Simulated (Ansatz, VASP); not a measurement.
# One calculation of H2Pb, two programs

```
H Pb
1.0
     3.63531    0.00000    0.00000
     0.00000    3.63531    0.00000
     0.00000    0.00000    6.24268
H Pb
4 2
Direct
  0.50000 0.00000 0.36269
  0.50000 0.50000 0.00000
  0.00000 0.00000 0.00000
  0.00000 0.50000 0.63731
  0.50000 0.00000 0.75991
  0.00000 0.50000 0.24009
```

Change from the starting cell: species swapped into the Mn2As type (P4/nmm, No. 129).

Alike in both runs: functional PBE; k mesh 10 × 10 × 6; occupations gaussian, width 0.1 eV; no spin polarisation.

Ansatz relaxed the structure, and its values are those at the end. VASP's run is a single point on that final structure, the one shown.

|  | VASP | Ansatz |
| --- | --- | --- |
| version | VASP 6.6.1 | Ansatz 0.2.0 |
| potentials or method | VASP PAW PBE potentials, release 64 (H, Pb_d), cutoff 520 eV | scalar-relativistic, plane waves, PAW |
| valence electrons in the cell | 32 | 32 |

VASP gave:

| Item | Value |
| --- | --- |
| gap on the k mesh at the Fermi level (eV) | none |
| pressure (GPa) | -0.1 |

Question: Which values does Ansatz return?

Answer: gap on the k mesh at the Fermi level (eV): none; pressure (GPa): 0.0.

A gap of «none» marks a metal or a gap that the smearing closes.

Spin-orbit coupling is off throughout.
